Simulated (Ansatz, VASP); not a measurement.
**TaRu in VASP and in Ansatz**

Contents of INCAR:

```
SYSTEM = TaRu
PREC = Accurate
ENCUT = 520
EDIFF = 1E-8
ISMEAR = -1
SIGMA = 0.03
LREAL = .FALSE.
LASPH = .TRUE.
NELM = 80
ALGO = Normal
ISIF = 2
LWAVE = .FALSE.
LCHARG = .FALSE.
GGA = CA
LEFG = .TRUE.
NBANDS = 20
```

File KPOINTS:

```
Automatic mesh
0
G
  13 13 13
  0 0 0
```

File POSCAR:

```
TaRu
1.0
    3.1870000000      0.0000000000      0.0000000000
    0.0000000000      3.1870000000      0.0000000000
    0.0000000000      0.0000000000      3.2188700000
Ta Ru
1 1
Direct
    0.5000000000      0.5000000000      0.5000000000
    0.0000000000      0.0000000000      0.0000000000
```

Input for Ansatz:

```yaml
crystal:
  lattice:
    - [3.187, 0.0, 0.0]
    - [0.0, 3.187, 0.0]
    - [0.0, 0.0, 3.21887]
  atoms:
    - { symbol: Ta, position: [0.5, 0.5, 0.5] }
    - { symbol: Ru, position: [0.0, 0.0, 0.0] }
kpoints:
  mp_grid: { grid: [13, 13, 13] }
scf:
  occupations: { method: fermi_dirac, width: 0.03 }
hamiltonian:
  xc: lda
  pseudopotentials: { kind: all_electron, datasets: crystal }
output:
  forces: true
  stress: true
  eigenvalues: true
  efg: { contact_densities: true }
```

Change from the starting cell: zz strain of +1 %, crystal datasets.

Alike in both runs: task electric field gradients; functional LDA; k mesh 13 × 13 × 13; occupations fermi-dirac, width 0.03 eV; no spin polarisation.

|  | VASP | Ansatz |
| --- | --- | --- |
| version | VASP 6.6.1 | Ansatz 0.2.0 |
| potentials or method | VASP PAW LDA potentials, release 64 (Ta_pv, Ru_pv), cutoff 520 eV | all-electron PAW with datasets made for the crystal, scalar-relativistic |

```csv
,VASP,Ansatz,Ansatz less VASP
pressure (GPa),-17.6,-18.2,-0.62
"traceless stress, the component that is largest in VASP (GPa)",1.74,1.80,+0.063
size of Vzz on the site where it differs most (V/Å²),0.4,2.2,+1.73
```

LDA's correlation is that of Perdew and Zunger in VASP and of Perdew and Wang (1992) in Ansatz. Ansatz ran all-electron here, and VASP with PAW potentials.

Neither program's run includes spin-orbit coupling.
